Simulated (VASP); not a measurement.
A run of VASP 6.6.1 is set up as follows.

File INCAR:

```
SYSTEM = Mo
PREC = Accurate
ENCUT = 520
EDIFF = 1E-7
ISMEAR = -1
SIGMA = 0.1
LREAL = .FALSE.
LASPH = .TRUE.
NELM = 60
ALGO = Normal
ISIF = 2
LWAVE = .FALSE.
LCHARG = .TRUE.
LDIPOL = .TRUE.
IDIPOL = 3
DIPOL = 0.5 0.5 0.500
GGA = PE
LELF = .TRUE.
LVHAR = .TRUE.
LVACPOTAV = .TRUE.
NBANDS = 51
```

Contents of KPOINTS:

```
Automatic mesh
0
G
  13 13 1
  0 0 0
```

File POSCAR:

```
Mo
1.0
    2.7373676766      0.0000000000      0.0000000000
   -0.9124558922      2.5808149956      0.0000000000
    0.0000000000      0.0000000000     27.1753000000
Mo
6
Direct
    0.2500000000      0.2500000000      0.2975287540
    0.7500000000      0.7500000000      0.3760736566
    0.2500000000      0.2500000000      0.4587810267
    0.7500000000      0.7500000000      0.5412189744
    0.2500000000      0.2500000000      0.6239263435
    0.7500000000      0.7500000000      0.7024712447
```

Potentials or basis: VASP PAW PBE potentials, release 64 (Mo_sv).

The run is started by

```sh
$ cat potpaw_PBE.64/Mo_sv/POTCAR > POTCAR
$ mpirun -np 1 vasp_std > vasp.out
```

Question: Estimate the band gap on the k mesh.

Answer: Zero (bands 42 and 43 overlap by 2.10 eV).

Question: Predict the largest force.

Answer: 0.029 eV/Å.

Forces in eV/Å, atoms in the order of the input:
```
Mo   0.000  0.000 -0.029
Mo   0.000  0.000  0.002
Mo   0.000  0.000  0.000
Mo   0.000  0.000  0.000
Mo   0.000  0.000 -0.002
Mo   0.000  0.000  0.029
```
